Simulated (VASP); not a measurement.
Input of a VASP 6.6.1 run:

INCAR

```
SYSTEM = Pb
ALGO = Fast
EDIFF = 1E-6
EDIFFG = -0.01
ENCUT = 600
GGA = PE
IBRION = 2
ISIF = 3
ISMEAR = -1
LASPH = .TRUE.
LCHARG = .FALSE.
LREAL = .FALSE.
LWAVE = .FALSE.
NELM = 60
NSW = 60
PREC = Accurate
SIGMA = 0.05
```

The input KPOINTS:

```
k-points
0
G
  7 7 7
  0 0 0
```

File POSCAR:

```
Pb
1.0
    0.0000000000      3.4390000555      3.4390000555
    3.4390000555      0.0000000000      3.4390000555
    3.4390000555      3.4390000555      0.0000000000
Pb
2
Direct
    0.2500000000      0.2500000000      0.2500000000
    0.0000000000      0.0000000000      0.0000000000
```

Potentials or basis: VASP PAW PBE potentials, release 64 (Pb_d).

Run with:

```sh
$ cat potpaw_PBE.64/Pb_d/POTCAR > POTCAR
$ mpirun -np 1 vasp_std > vasp.out
```

Q: What does it give for the relaxed cell?

A: a = 4.990 Å, b = 4.990 Å, c = 4.990 Å, α = 60.00°, β = 60.00°, γ = 60.00°.

Q: Estimate the relaxed volume.

A: 43.93 Å³/atom.

Step by step:
```csv
step,energy change (eV),largest force (eV/Å),pressure (GPa),volume (Å³)
1,0.0000,0.0000,2.39,81.34
2,-0.0447,0.0000,-0.10,88.69
3,-0.0452,0.0000,-0.12,88.21
4,-0.0453,0.0000,0.02,87.85
```
